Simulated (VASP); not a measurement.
Input of a VASP 6.6.1 run:

Contents of INCAR:

```
ALGO = Normal
EDIFF = 1E-7
ENCUT = 520
GGA = PS
ISIF = 2
ISMEAR = 0
LASPH = True
LCHARG = True
LELF = True
LREAL = False
LVHAR = True
LWAVE = False
NBANDS = 20
NELM = 100
PREC = Accurate
SIGMA = 0.05
```

KPOINTS

```
k-points
0
Gamma
  12 12 12
```

POSCAR

```
SnO2
1.0
    1.5763225363      0.9100902406      4.3304882037
   -1.5763225363      0.9100902406      4.3304882037
    0.0000000000     -1.8201804813      4.3304882037
Sn O
1 2
Direct
    0.5000000000      0.5000000000      0.5000000000
    0.2604838868      0.2604838868      0.2604838868
    0.7395161132      0.7395161132      0.7395161132
```

Potentials or basis: VASP PAW PBE potentials, release 64 (Sn_d, O).

Command:

```bash
$ cat potpaw_PBE.64/Sn_d/POTCAR potpaw_PBE.64/O/POTCAR > POTCAR
$ mpirun -np 1 vasp_std > vasp.out
```

(1) Estimate the pressure.

(2) Predict the band gap on the k mesh.

Answers

(1) -8.4 GPa.

(2) 1.09 eV, indirect (least direct gap 1.15 eV).

Caveat: the PAW data sets were made with another functional, which shifts forces and pressure a little; spin-orbit coupling is left out, which moves the levels of the heavy elements.
